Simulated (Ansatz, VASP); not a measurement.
SnSe: VASP beside Ansatz

The input INCAR:

```
PREC     = Accurate       # precision mode
ENCUT    = 500            # plane-wave cutoff, eV
EDIFF    = 1E-6           # SCF threshold, eV
ISMEAR   = 0              # smearing method
SIGMA    = 0.05           # smearing width, eV
LREAL    = F              # projectors in reciprocal space
LASPH    = T              # aspherical terms in the spheres
NELM     = 120            # most SCF steps
ALGO     = Normal         # electronic algorithm
ISIF     = 2              # what is computed and relaxed
LWAVE    = F              # write WAVECAR
LCHARG   = T              # write CHGCAR
GGA      = CA             # functional
LELF     = T              # ELF
LVHAR    = T            
NBANDS   = 28             # bands
GGA_COMPAT= F
```

The input KPOINTS:

```
Automatic mesh
0
Gamma
  6 6 4
```

Contents of POSCAR:

```
SnSe
1.0
    4.3470201481      0.0000000000      0.0000000000
    0.0000000000      4.0327777277      0.0000000000
    0.0000000000      0.0000000000     10.9796229414
Sn Se
2 2
Direct
    0.5000000000      0.0000000000      0.3781633338
    0.0000000000      0.5000000000      0.6218366662
    0.5000000000      0.0000000000      0.6217782129
    0.0000000000      0.5000000000      0.3782217871
```

Input for Ansatz:

```yaml
crystal:
  lattice:
    - [4.3470201481, 0.0, 0.0]
    - [0.0, 4.0327777277, 0.0]
    - [0.0, 0.0, 10.9796229414]
  atoms:
    - { symbol: Sn, position: [0.5, 0.0, 0.3781633338] }
    - { symbol: Sn, position: [0.0, 0.5, 0.6218366662] }
    - { symbol: Se, position: [0.5, 0.0, 0.6217782129] }
    - { symbol: Se, position: [0.0, 0.5, 0.3782217871] }
basis:
  ecutwfc: 420
kpoints:
  mp_grid: { grid: [6, 6, 4] }
hamiltonian:
  xc: lda
scf:
  occupations: { method: gaussian, width: 0.05 }
output:
  forces: true
  stress: true
  eigenvalues: true
  write_density: true
  write_potential: true
  elf: true
  volumetric_format: npy
```

Change from the starting cell: strain +0.0375 x Voigt [1, -1, 0, 0, 0, 0], atoms carried along.

Alike in both runs: task single point; functional LDA; k mesh 6 × 6 × 4; occupations gaussian, width 0.05 eV; no spin polarisation.

```csv
,VASP,Ansatz
version,VASP 6.6.1,Ansatz 0.2.0
potentials or method,"VASP PAW LDA potentials, release 64 (Sn_d, Se), cutoff 500 eV","scalar-relativistic, plane waves, PAW"
valence electrons in the cell,40,60
```

Ansatz gave:

```
gap on the k mesh at the Fermi level (eV) : 1.00
least direct gap on the mesh (eV)         : 1.43
rms of the force components (eV/Å)        : 0.009
```

Q: Estimate VASP's values.

A: gap on the k mesh at the Fermi level (eV): 1.00; least direct gap on the mesh (eV): 1.42; rms of the force components (eV/Å): 0.005.

LDA's correlation is that of Perdew and Zunger in VASP and of Perdew and Wang (1992) in Ansatz. Atom by atom the forces differ by 0.013 eV/Å (rms over components). VASP's potentials hold 40 valence electrons a cell and Ansatz's 60, so a difference there can come from the potentials and not from the codes. Ansatz's warnings: xc potential rough in thin density.
